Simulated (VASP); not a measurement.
# Pt (P6_3/mmc) in VASP: a series of runs

Runs on Pt. Level: PBEsol. Tasks: single point, relaxation of volume and atoms at fixed shape.

Everything below comes from runs of VASP 6.6.1. Logs are shortened: lines on timing, memory, paths and dates and some standing lists are left out, and cuts for length are marked.

### 1 The cell of the first run

It takes space group P6_3/mmc (No. 194, hexagonal). Conventional cell: a = 2.721 Å, b = 2.721 Å, c = 4.724 Å, α = 90.00°, β = 90.00°, γ = 120.00°. Within 3.6 Å of Pt (site symmetry -6m2) lie 12 Pt at 2.72 to 2.84 Å.

### 2 Single point, PBEsol

Input file INCAR:

```
PREC = Accurate ; ENCUT = 520
EDIFF = 1E-6 ; ISMEAR = 1
SIGMA = 0.1 ; LREAL = F
LASPH = T ; NELM = 100
ALGO = Normal ; ISIF = 2
LWAVE = F ; LCHARG = F
GGA = PS ; NBANDS = 17
```

Input file KPOINTS:

```
regular mesh
0
Gamma
  11 11 6
```

Input file POSCAR:

```
Pt
1.0
    2.7213607833     -0.0000028456      0.0000000000
   -1.3606779273      2.3567689940      0.0000000000
    0.0000000000      0.0000000000      4.7238951447
Pt
2
Direct
    0.6666666667      0.3333333333      0.7500000000
    0.3333333333      0.6666666667      0.2500000000
```

Potentials or basis: VASP PAW PBE potentials, release 64 (Pt).

Run with:

```sh
> cat potpaw_PBE.64/Pt/POTCAR > POTCAR
> mpirun -np 1 vasp_std > vasp.out
```

OUTCAR:

```text
PREC = Accurate
   ENCUT = 520
   EDIFF = 1E-6
   ISMEAR = 1
   LREAL = F
   LASPH = T
   NELM = 100
   ISIF = 2
   GGA = PS

 ion  position               nearest neighbor table
   1  0.667  0.333  0.750-   2 2.84   2 2.84   2 2.84   2 2.84   2 2.84   2 2.84
   2  0.333  0.667  0.250-   1 2.84   1 2.84   1 2.84   1 2.84   1 2.84   1 2.84

  LATTYP: Found a hexagonal cell.
 ALAT       =     2.7213607833
 C/A-ratio  =     1.7358577274

  Lattice vectors:

 A1 = (   2.7213607833,  -0.0000028456,   0.0000000000)
 A2 = (  -1.3606779273,   2.3567689940,   0.0000000000)
 A3 = (   0.0000000000,   0.0000000000,   4.7238951447)

Analysis of symmetry for initial positions (statically):
=====================================================================
 Subroutine PRICEL returns:
 Original cell was already a primitive cell.

 Routine SETGRP: Setting up the symmetry group for a
 hexagonal supercell.

 Subroutine GETGRP returns: Found 24 space group operations
 (whereof 12 operations were pure point group operations)
 out of a pool of 24 trial point group operations.

The static configuration has the point symmetry D_3d.
 The point group associated with its full space group is D_6h.

Analysis of symmetry for dynamics (positions and initial velocities):
=====================================================================
 Subroutine PRICEL returns:
 Original cell was already a primitive cell.

 Routine SETGRP: Setting up the symmetry group for a
 hexagonal supercell.

 Subroutine GETGRP returns: Found 24 space group operations
 (whereof 12 operations were pure point group operations)
 out of a pool of 24 trial point group operations.

The dynamic configuration has the point symmetry D_3d.
 The point group associated with its full space group is D_6h.

 Subroutine INISYM returns: Found 24 space group operations
 (whereof 12 operations are pure point group operations),
 and found     1 'primitive' translations

----------------------------------------------------------------------------------------

                                     Primitive cell

  volume of cell :      30.2972

  direct lattice vectors                    reciprocal lattice vectors
     2.721360783 -0.000002846  0.000000000     0.367463443  0.212154606  0.000000000
    -1.360677927  2.356768994  0.000000000     0.000000444  0.424309980  0.000000000
     0.000000000  0.000000000  4.723895145     0.000000000  0.000000000  0.211689711

  length of vectors
     2.721360783  2.721360783  4.723895145     0.424309980  0.424309980  0.211689711

  position of ions in fractional coordinates (direct lattice)
     0.666666667  0.333333333  0.750000000
     0.333333333  0.666666667  0.250000000

  ion indices of the primitive-cell ions
   primitive index   ion index
                 1           1
                 2           2

----------------------------------------------------------------------------------------

 KPOINTS: regular mesh

Automatic generation of k-mesh.
 Grid dimensions read from file:
 generate k-points for:   11   11    6

 Generating k-lattice:

  Cartesian coordinates                     Fractional coordinates (reciprocal lattice)
     0.033405768  0.019286782  0.000000000     0.090909091  0.000000000  0.000000000
     0.000000040  0.038573635  0.000000000     0.000000000  0.090909091  0.000000000
     0.000000000  0.000000000  0.035281619     0.000000000  0.000000000  0.166666667

  Length of vectors
     0.038573635  0.038573635  0.035281619

  Shift w.r.t. Gamma in fractional coordinates (k-lattice)
     0.000000000  0.000000000  0.000000000

 Subroutine IBZKPT returns following result:
 ===========================================

 Found     64 irreducible k-points:

 Following reciprocal coordinates:
            Coordinates               Weight
  0.000000  0.000000  0.000000      1.000000
  0.090909  0.000000  0.000000      6.000000
  0.181818 -0.000000  0.000000      6.000000
  0.272727  0.000000  0.000000      6.000000
  0.363636 -0.000000  0.000000      6.000000
  0.454545 -0.000000  0.000000      6.000000
[... 16 lines left out ...]
  0.090909  0.090909  0.166667     12.000000
  0.181818  0.090909  0.166667     24.000000
 [... further k-points ...]
   k-points           NKPTS =     64   k-points in BZ     NKDIM =     64   number of bands    NBANDS=     17
   number of dos      NEDOS =    301   number of ions     NIONS =      2
   total plane-waves  NPLWV =  14400
   dimension x,y,z NGX =    20 NGY =   20 NGZ =   36
   dimension x,y,z NGXF=    40 NGYF=   40 NGZF=   72
   ions per type =               2
   NGX,Y,Z   is equivalent  to a cutoff of  12.22, 12.22, 12.67 a.u.
   NGXF,Y,Z  is equivalent  to a cutoff of  24.44, 24.44, 25.34 a.u.
 SYSTEM =  unknown system
   PREC   = accura    normal or accurate (medium, high low for compatibility)
   ISTART =      0    job   : 0-new  1-cont  2-samecut
   ICHARG =      2    charge: 1-file 2-atom 10-const
   ISPIN  =      1    spin polarized calculation?
   LNONCOLLINEAR =      F non collinear calculations
   LSORBIT =      F    spin-orbit coupling
   LASPH  =      T    aspherical Exc in radial PAW
   ENCUT  =  520.0 eV  38.22 Ry    6.18 a.u.   5.06  5.06  8.78*2*pi/ulx,y,z
   NELM   =    100;   NELMIN=  2; NELMDL= -5     # of ELM steps
   EDIFF  = 0.1E-05   stopping-criterion for ELM
   LREAL  =      F    real-space projection
   EDIFFG = 0.1E-04   stopping-criterion for IOM
   NSW    =      0    number of steps for IOM
   IBRION =     -1    ionic relax: 0-MD 1-quasi-New 2-CG
   NFREE  =      0    steps in history (QN), initial steepest desc. (CG)
   ISIF   =      2    stress and relaxation
   ISYM   =      2    0-nonsym 1-usesym 2-fastsym
   POTIM  = 0.5000    time-step for ionic-motion
   TEBEG  =    0.0;   TEEND  =   0.0 temperature during run
   PSTRESS=    0.0 pullay stress
   NELECT =      20.0000    total number of electrons
   NUPDOWN=      -1.0000    fix difference up-down
   EMIN   =  10.00;   EMAX   =-10.00  energy-range for DOS
   EFERMI =   0.00;   METHOD = LEGACY
   ISMEAR =     1;   SIGMA  =   0.10  broadening in eV -4-tet -1-fermi 0-gaus
   EFERMI_NEDOS =   21; number of points for ismear=-14 and -15
   IALGO  =     38    algorithm
   IMIX   =      4    mixing-type and parameters
     AMIX     =   0.40;   BMIX     =  1.00
     AMIX_MAG =   1.60;   BMIX_MAG =  1.00
  volume/ion in A,a.u.               =      15.15       102.23
  Fermi-wavevector in a.u.,A,eV,Ry     =   1.425445  2.693700 27.645587  2.031893
  Thomas-Fermi vector in A             =   2.545828
   LORBIT       =      0    0 simple, 1 ext, 2 COOP (PROOUT), +10 PAW based schemes
   GGA     = PS    functional components
   LHFCALC =     F    Hartree Fock is set to
   AEXX    =    0.0000 exact exchange contribution
   IVDW    =     0    specifies the selected vdW correction
   LEPSILON=     F    determine dielectric tensor
   LRPA    =     F    only Hartree local field effects (RPA)
 non-spin polarized calculation
 Methfessel and Paxton  Order N= 1 SIGMA  =   0.10
  energy-cutoff  :      520.00
  volume of cell :       30.30
 maximum number of plane-waves:       833
   NGX = 11   NGY = 11   NGZ = 17

 number of electron      20.0000001 magnetization

 Free energy of the ion-electron system (eV)
  ---------------------------------------------------
  ext. energy  EPLUGINS =         0.00000000
  ---------------------------------------------------
  free energy    TOTEN  =       -13.78451342 eV

  energy without entropy =      -13.78234993  energy(sigma->0) =      -13.78379226

 E-fermi :  10.9793     XC(G=0): -13.5964

 val. band max:       10.9784023894   @ k =   0.2727   0.0909   0.1667
 cond. band min:      10.9852780775   @ k =   0.2727   0.2727   0.5000
 fundamental gap:      0.0068756881
 Fermi energy:        10.9792766218

 k-point     1 :       0.0000    0.0000    0.0000
  band No.  band energies     occupation
      1       0.7607      2.00000
      2       3.4682      2.00000
      3       6.7564      2.00000
      4       7.3172      2.00000
      5       7.3172      2.00000
      6       7.7112      2.00000
[... 9 lines left out ...]
     16      28.2580      0.00000
     17      32.4602      0.00000

 k-point     2 :       0.0909    0.0000    0.0000
  band No.  band energies     occupation
      1       1.0710      2.00000
      2       3.7537      2.00000
      3       6.7121      2.00000
      4       7.3126      2.00000
      5       7.5605      2.00000
      6       7.5669      2.00000
[... 9 lines left out ...]
     16      28.6533      0.00000
     17      30.9034      0.00000

 k-point     3 :       0.1818   -0.0000    0.0000
  band No.  band energies     occupation
      1       1.9324      2.00000
      2       4.4345      2.00000
      3       6.4741      2.00000
      4       7.0911      2.00000
      5       7.1837      2.00000
      6       7.8264      2.00000
[... 9 lines left out ...]
     16      28.8843      0.00000
     17      28.9145      0.00000

 k-point     4 :       0.2727    0.0000    0.0000
  band No.  band energies     occupation
      1       3.0749      2.00000
      2       4.7403      2.00000
      3       6.0905      2.00000
      4       6.6674      2.00000
      5       6.9189      2.00000
      6       8.0575      2.00000
[... 9 lines left out ...]
     16      26.7074      0.00000
     17      29.4642      0.00000
[... 343 lines left out ...]
      1       3.9771      2.00000
      2       4.2217      2.00000
      3       5.2915      2.00000
      4       6.3771      2.00000
      5       7.8383      2.00000
      6       7.9457      2.00000
[... 9 lines left out ...]
     16      23.8282      0.00000
     17      24.8159      0.00000

 k-point    23 :       0.0909    0.0909    0.1667
  band No.  band energies     occupation
      1       1.8912      2.00000
      2       4.2582      2.00000
      3       6.5408      2.00000
      4       6.9120      2.00000
      5       7.1602      2.00000
      6       7.6757      2.00000
[... 9 lines left out ...]
     16      28.0950      0.00000
     17      28.6530      0.00000

 k-point    24 :       0.1818    0.0909    0.1667
  band No.  band energies     occupation
      1       2.8951      2.00000
      2       4.9749      2.00000
      3       6.1629      2.00000
      4       6.3197      2.00000
      5       6.9370      2.00000
      6       7.5394      2.00000
[... 9 lines left out ...]
     16      27.5974      0.00000
     17      28.5871      0.00000

 [... further k-points ...]
[... 5 lines left out ...]
  --------------------------------------------------------------------------------------
  -------------------------------------------------------------------------------------
  Total        0.0936577      0.0936577     -0.3978089     -0.0000000      0.0000000      0.0000000
  in kB        4.9528007      4.9528007    -21.0369113     -0.0000000      0.0000000      0.0000000
  external PRESSURE =      -3.7104366 kB  Pullay stress =       0.0000000 kB

 VOLUME and BASIS-vectors are now :
 -----------------------------------------------------------------------------
  energy-cutoff  :      520.00
  volume of cell :       30.30
      direct lattice vectors                 reciprocal lattice vectors
     2.721360783 -0.000002846  0.000000000     0.367463443  0.212154606  0.000000000
    -1.360677927  2.356768994  0.000000000     0.000000444  0.424309980  0.000000000
     0.000000000  0.000000000  4.723895145     0.000000000  0.000000000  0.211689711

 POSITION                                       TOTAL-FORCE (eV/Angst)
 -----------------------------------------------------------------------------------
      1.36068      0.78559      3.54292         0.000000     -0.000000      0.000000
      0.00000      1.57118      1.18097        -0.000000      0.000000      0.000000
 -----------------------------------------------------------------------------------
    total drift:                               -0.000000      0.000000     -0.000000

  FREE ENERGIE OF THE ION-ELECTRON SYSTEM (eV)
  ---------------------------------------------------
  free  energy   TOTEN  =       -13.7845134184 eV

  energy  without entropy=      -13.7823499296  energy(sigma->0) =      -13.78379226
```

It took 19 s on 1 thread of Intel Xeon 6975P-C, shared host; peak memory 0.16 GiB.

What came out:

```
Free energy            : -13.7845 eV
Pressure               : -0.4 GPa
Band gap on the k mesh : zero (band 10 reaches 11.42 eV, above the bottom of band 11 at 10.15 eV)
```

Levels at points of the mesh, in eV from the Fermi level:
```tsv
k point	band 6	band 7	band 8	band 9	band 10	band 11	band 12	band 13	band 14	band 15
(0.00, 0.00, 0.00)	-3.27	-3.27	-1.92	-1.92	-0.98	-0.22	-0.22	4.92	15.03	15.65
(0.00, 0.00, 0.50)	-3.65	-3.65	-3.65	-0.83	-0.83	-0.83	-0.83	12.16	12.16	15.52
```

Caveat: the PAW data sets were made with another functional, which shifts forces and pressure a little; spin-orbit coupling is left out, which moves the levels of the heavy elements.

### 3 Relaxation of volume and atoms at fixed shape, PBEsol

This run uses another cell than the first one, of 15.81 Å³/atom, 1.044 times its volume.

Input file INCAR:

```
PREC = Accurate
ENCUT = 600
EDIFF = 1E-6
ISMEAR = 1
SIGMA = 0.1
LREAL = False
LASPH = True
NELM = 60
ALGO = Normal
ISIF = 8
LWAVE = False
LCHARG = False
GGA = PS
IBRION = 2
NSW = 80
EDIFFG = -0.02
```

Input file KPOINTS:

```
Automatic mesh
0
Gamma
  11 11 6
```

Input file POSCAR:

```
Pt
1.0
    2.7606700000      0.0000000000      0.0000000000
   -1.3803300000      2.3908100000      0.0000000000
    0.0000000000      0.0000000000      4.7921300000
Pt
2
Direct
    0.6666666667      0.3333333333      0.7500000000
    0.3333333333      0.6666666667      0.2500000000
```

Potentials or basis: VASP PAW PBE potentials, release 64 (Pt).

Run with:

```sh
> cat potpaw_PBE.64/Pt/POTCAR > POTCAR
> mpirun -np 1 vasp_std > vasp.out
```

It took 55 s on 1 thread of Intel Xeon 6975P-C, shared host; peak memory 0.19 GiB.

The run converged. Its results:

```yaml
Free_energy: -13.7848 eV
Relaxed_volume: 15.14 Å³/atom
Relaxed_cell: a = 2.721 Å, b = 2.721 Å, c = 4.723 Å, α = 90.00°, β = 90.00°, γ = 120.00°
Space_group_after_relaxing_to_0.05_Å: P6_3/mmc (No. 194)
Energy_gained_by_relaxing: 24.7 meV/atom
Ionic_steps: 4
Pressure_after_relaxing: -0.1 GPa
Band_gap_on_the_k_mesh: zero (band 10 reaches 11.43 eV, above the bottom of band 11 at 10.16 eV)
```

Stress tensor (GPa, compression positive):
```
 0.79  0.00  0.00
 0.00  0.79  0.00
 0.00  0.00 -1.85
```

Step by step:
```csv
step,energy change (eV),largest force (eV/Å),pressure (GPa),volume (Å³)
1,0.0000,0.0000,-11.08,31.63
2,0.3830,0.0000,46.36,26.88
3,-0.0492,0.0000,-0.57,30.33
4,-0.0493,0.0000,-0.09,30.28
```

Final structure:
```xyz
2
Lattice="2.7208 0.0000 0.0000 -1.3604 2.3563 0.0000 0.0000 0.0000 4.7230" Properties=species:S:1:pos:R:3 pbc="T T T"
Pt    1.3604    0.7854    3.5422
Pt    0.0000    1.5709    1.1807
```

Levels at points of the mesh, in eV from the Fermi level:
```tsv
k point	band 8	band 9	band 10	band 11	band 12	band 13
(0.00, 0.00, 0.00)	-1.92	-1.92	-0.98	-0.22	-0.22	4.93
(0.00, 0.00, 0.50)	-3.66	-0.83	-0.83	-0.83	-0.83	12.17
```

Caveat: the PAW data sets were made with another functional, which shifts forces and pressure a little; spin-orbit coupling is left out, which moves the levels of the heavy elements.
